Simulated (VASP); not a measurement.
Crystal: LiH.

```
Li H
1.0
     0.00000    2.00340    2.00340
     2.00340    0.00000    2.00340
     2.00340    2.00340    0.00000
Li H
1 1
Cartesian
  0.0000 0.0000 0.0000
  2.0034 2.0034 2.0034
```

Base run:

```yaml
Program: VASP 6.6.1
Functional: r2SCAN
Potentials_or_basis: VASP PAW PBE potentials, release 64 (Li_sv, H)
Cutoff: 520 eV
k_mesh: 10 × 10 × 10
Occupations: gaussian, width 0.02 eV
Spin: no spin polarisation
```

Its results: band gap on the k mesh 3.58 eV, direct.

Q: The run is repeated on the same cell with these changes: functional from r2SCAN to PBE. What comes out?

A: Band gap on the k mesh 2.98 eV, direct.

r2SCAN gives the wider gap, since meta-GGAs in the generalised Kohn-Sham scheme recover part of the derivative discontinuity.

A k mesh can miss the band edges.
